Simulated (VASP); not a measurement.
A run of VASP 6.6.1 is set up as follows.

INCAR

```
ALGO = Normal
EDIFF = 1E-6
ENCUT = 520
ISIF = 2
ISMEAR = 0
LASPH = T
LCHARG = F
LREAL = F
LWAVE = F
NBANDS = 8
NELM = 100
PREC = Accurate
SIGMA = 0.15
```

KPOINTS

```
k-points
0
Gamma
  24 24 24
```

Contents of POSCAR:

```
Si
1.0
    2.5432791415      0.0000000000      0.0000000000
   -1.2716395708      2.2025443455      0.0000000000
    0.0000000000      0.0000000000      2.5942992663
Si
1
Direct
    0.0000000000      0.0000000000      0.0000000000
```

Potentials or basis: VASP PAW LDA potentials, release 64 (Si).

Command:

```bash
$ cat potpaw_LDA.64/Si/POTCAR > POTCAR
$ mpirun -np 1 vasp_std > vasp.out
```

**Question.** What does it give for the band gap on the k mesh?

**Answer.** Zero (band 2 reaches 15.71 eV, above the bottom of band 3 at 5.34 eV).

**Question.** What does it give for the pressure?

**Answer.** 0.7 GPa.

Stress tensor (GPa, compression positive):
```
  7.20   0.00   0.00
  0.00   7.20   0.00
  0.00   0.00 -12.16
```

Caveat: the cell differs from its parent crystal (strain -0.025 along x and y, +0.050 along z).
